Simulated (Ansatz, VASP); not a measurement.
SnO2 in VASP and in Ansatz

```xyz
3
Lattice="1.4877 0.8589 4.9926 -1.4877 0.8589 4.9926 0.0000 -1.7179 4.9926" Properties=species:S:1:pos:R:3 pbc="T T T"
Sn    0.0000    0.0000    7.4889
O     0.0000    0.0000    3.5523
O     0.0000    0.0000   11.4256
```

Change from the starting cell: strain -0.080 along x and y, +0.040 along z, atoms carried along.

Alike in both runs: task single point; functional r2SCAN; k mesh 12 × 12 × 12; occupations gaussian, width 0.05 eV; no spin polarisation.

|  | VASP | Ansatz |
| --- | --- | --- |
| version | VASP 6.6.1 | Ansatz 0.2.0 |
| potentials or method | VASP PAW PBE potentials, release 64 (Sn_d, O), cutoff 520 eV | scalar-relativistic, plane waves, PAW |
| valence electrons in the cell | 26 | 26 |

|  | VASP | Ansatz | Ansatz less VASP |
| --- | --- | --- | --- |
| gap on the k mesh at the Fermi level (eV) | 4.19 | 4.18 | -0.001 |
| least direct gap on the mesh (eV) | 4.55 | 4.54 | -0.017 |
| pressure (GPa) | 29.4 | 27.6 | -1.78 |
| traceless stress, the component that is largest in VASP (GPa) | -22.47 | -21.66 | +0.809 |
| rms of the force components (eV/Å) | 0.416 | 0.350 | -0.0657 |

VASP's potentials were made for PBE, not for r2SCAN. Atom by atom the forces differ by 0.066 eV/Å (rms over components).
